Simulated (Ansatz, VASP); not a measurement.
**One calculation of K, two programs**

```
CELL_PARAMETERS angstrom
2.68176 -4.04761 0.00000
2.68176 4.04761 0.00000
0.00000 0.00000 7.81180
ATOMIC_POSITIONS crystal
K 0.82061 0.17939 0.25000
K 0.17939 0.82061 0.75000
```

Change from the starting cell: strain +0.1000 x Voigt [1, 0, 0, 0, 0, 0], atoms carried along.

Alike in both runs: task single point; functional PBE; dispersion D3(BJ); k mesh 12 × 12 × 6; occupations gaussian, width 0.15 eV; no spin polarisation.

|  | VASP | Ansatz |
| --- | --- | --- |
| version | VASP 6.6.1 | Ansatz 0.2.0 |
| potentials or method | VASP PAW PBE potentials, release 64 (K_sv), cutoff 520 eV | scalar-relativistic, plane waves, PAW |
| valence electrons in the cell | 18 | 18 |

|  | VASP | Ansatz | Ansatz less VASP |
| --- | --- | --- | --- |
| gap on the k mesh at the Fermi level (eV) | none | none | - |
| pressure (GPa) | -0.6 | -0.6 | +0.01 |
| traceless stress, the component that is largest in VASP (GPa) | -0.13 | -0.13 | 0.000 |
| rms of the force components (eV/Å) | 0.011 | 0.011 | +0.0002 |

Atom by atom the forces differ by 0.000 eV/Å (rms over components). A gap of «none» marks a metal or a gap that the smearing closes.
